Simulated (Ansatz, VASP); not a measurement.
## Ge in VASP and in Ansatz

Contents of INCAR:

```
SYSTEM = Ge
ALGO     = Normal         ! electronic algorithm
EDIFF    = 1E-6           ! SCF threshold, eV
ENCUT    = 520            ! plane-wave cutoff, eV
GGA      = PS             ! functional
ISIF     = 2              ! what is computed and relaxed
ISMEAR   = 0              ! smearing method
LASPH    = .TRUE.         ! aspherical terms in the spheres
LCHARG   = .FALSE.        ! write CHGCAR
LREAL    = .FALSE.        ! projectors in reciprocal space
LWAVE    = .FALSE.        ! write WAVECAR
NBANDS   = 21             ! bands
NELM     = 80             ! most SCF steps
PREC     = Accurate       ! precision mode
SIGMA    = 0.15           ! smearing width, eV
```

The input KPOINTS:

```
k-points
0
G
  20 20 20
  0 0 0
```

File POSCAR:

```
Ge
1.0
   -2.5707749400      2.7303888900      1.4153927950
    2.5707749400     -2.7303888900      1.4153927950
    2.5707749400      2.7303888900     -1.4153927950
Ge
2
Direct
    0.1859430000      0.9359430000      0.2500000000
    0.8140570000      0.0640570000      0.7500000000
```

Input for Ansatz:

```yaml
crystal:
  lattice:
    - [-2.57077494, 2.73038889, 1.415392795]
    - [2.57077494, -2.73038889, 1.415392795]
    - [2.57077494, 2.73038889, -1.415392795]
  atoms:
    - { symbol: Ge, position: [0.185943, 0.935943, 0.25] }
    - { symbol: Ge, position: [0.814057, 0.064057, 0.75] }
basis:
  ecutwfc: 420
kpoints:
  mp_grid: { grid: [20, 20, 20] }
hamiltonian:
  xc: pbesol
scf:
  occupations: { method: gaussian, width: 0.15 }
output:
  forces: true
  stress: true
  eigenvalues: true
```

Change from the starting cell: strain +0.030 along x and y, -0.015 along z, atoms carried along.

Alike in both runs: task single point; functional PBEsol; k mesh 20 × 20 × 20; occupations gaussian, width 0.15 eV; no spin polarisation.

|  | VASP | Ansatz |
| --- | --- | --- |
| version | VASP 6.6.1 | Ansatz 0.2.0 |
| potentials or method | VASP PAW PBE potentials, release 64 (Ge_d), cutoff 520 eV | scalar-relativistic, plane waves, PAW |
| valence electrons in the cell | 28 | 28 |

```csv
,VASP,Ansatz,Ansatz less VASP
gap on the k mesh at the Fermi level (eV),none,none,-
pressure (GPa),-5.1,-5.1,+0.06
"traceless stress, the component that is largest in VASP (GPa)",-2.02,-2.00,+0.018
rms of the force components (eV/Å),0.025,0.024,-0.0002
```

VASP's potentials were made for PBE, not for PBEsol. Atom by atom the forces differ by 0.000 eV/Å (rms over components). A gap of «none» marks a metal or a gap that the smearing closes.
